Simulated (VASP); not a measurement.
A run of VASP 6.6.1 is set up as follows.

INCAR

```
PREC = Accurate ; ENCUT = 520
EDIFF = 1E-6 ; ISMEAR = 0
SIGMA = 0.05 ; LREAL = False
LASPH = True ; NELM = 60
ALGO = Fast ; ISIF = 2
LWAVE = False ; LCHARG = False
NBANDS = 21
```

Contents of KPOINTS:

```
Automatic mesh
0
Gamma
  10 10 10
```

File POSCAR:

```
Sn
1.0
    0.0000000000      3.2366350587      3.2366350587
    3.2366350587      0.0000000000      3.2366350587
    3.2366350587      3.2366350587      0.0000000000
Sn
2
Direct
    0.0000000000      0.0000000000      0.0000000000
    0.2500000000      0.2500000000      0.2500000000
```

Potentials or basis: VASP PAW LDA potentials, release 64 (Sn_d).

Run with:

```sh
$ cat potpaw_LDA.64/Sn_d/POTCAR > POTCAR
$ mpirun -np 1 vasp_std > vasp.out
```

(1) Estimate the band gap on the k mesh.

(2) What does it give for the pressure?

Results:

(1) zero (bands 14 and 15 overlap by 0.17 eV).

(2) 0.0 GPa.

Caveat: spin-orbit coupling is left out, which moves the levels of the heavy elements.
